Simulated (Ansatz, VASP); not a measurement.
**RbB2Ru in VASP and in Ansatz**

Contents of INCAR:

```
  PREC = Accurate
  ENCUT = 520
  EDIFF = 1E-7
  ISMEAR = 0
  SIGMA = 0.1
  LREAL = F
  LASPH = T
  NELM = 60
  ALGO = Normal
  ISIF = 2
  LWAVE = F
  LCHARG = F
  GGA = PE
  NBANDS = 22
```

The input KPOINTS:

```
regular mesh
0
Gamma
  4 4 4
```

File POSCAR:

```
RbB2Ru
1.0
    3.7755262800      0.0000000000      0.0000000000
    0.0000000000      3.7755262800      0.0000000000
    0.0000000000      0.0000000000      5.0816420900
Rb B Ru
1 2 1
Direct
    0.5000000000      0.5000000000      0.5000000000
    0.0000000000      0.0000000000      0.5000000000
    0.5000000000      0.5000000000      0.0000000000
    0.0000000000      0.0000000000      0.0000000000
```

Input for Ansatz:

```yaml
crystal:
  lattice:
    - [3.77552628, 0.0, 0.0]
    - [0.0, 3.77552628, 0.0]
    - [0.0, 0.0, 5.08164209]
  atoms:
    - { symbol: Rb, position: [0.5, 0.5, 0.5] }
    - { symbol: B, position: [0.0, 0.0, 0.5] }
    - { symbol: B, position: [0.5, 0.5, 0.0] }
    - { symbol: Ru, position: [0.0, 0.0, 0.0] }
basis:
  ecutwfc: 420
kpoints:
  mp_grid: { grid: [4, 4, 4] }
hamiltonian:
  xc: pbe
scf:
  occupations: { method: gaussian, width: 0.1 }
  lower_state_search: "off"
output:
  forces: true
  stress: true
  eigenvalues: true
```

Change from the starting cell: species swapped into the NaLaS2 type (P4/mmm, No. 123).

Alike in both runs: task single point; functional PBE; k mesh 4 × 4 × 4; occupations gaussian, width 0.1 eV; no spin polarisation.

|  | VASP | Ansatz |
| --- | --- | --- |
| version | VASP 6.6.1 | Ansatz 0.2.0 |
| potentials or method | VASP PAW PBE potentials, release 64 (Rb_sv, B, Ru_pv), cutoff 520 eV | scalar-relativistic, plane waves, PAW |
| valence electrons in the cell | 29 | 31 |

VASP gave:

* gap on the k mesh at the Fermi level (eV): none
* pressure (GPa): -10.8
* traceless stress, the component that is largest in VASP (GPa): -0.59

Task: What did Ansatz give for the same quantities?

Result: gap on the k mesh at the Fermi level (eV): none; pressure (GPa): -10.9; traceless stress, the component that is largest in VASP (GPa): -0.61.

A gap of «none» marks a metal or a gap that the smearing closes. The functional is the same, so the differences come from potentials, cutoffs and numerics. VASP's potentials hold 29 valence electrons a cell and Ansatz's 31, so a difference there can come from the potentials and not from the codes.

The k mesh is coarse, so the values compare programs but aren't converged.
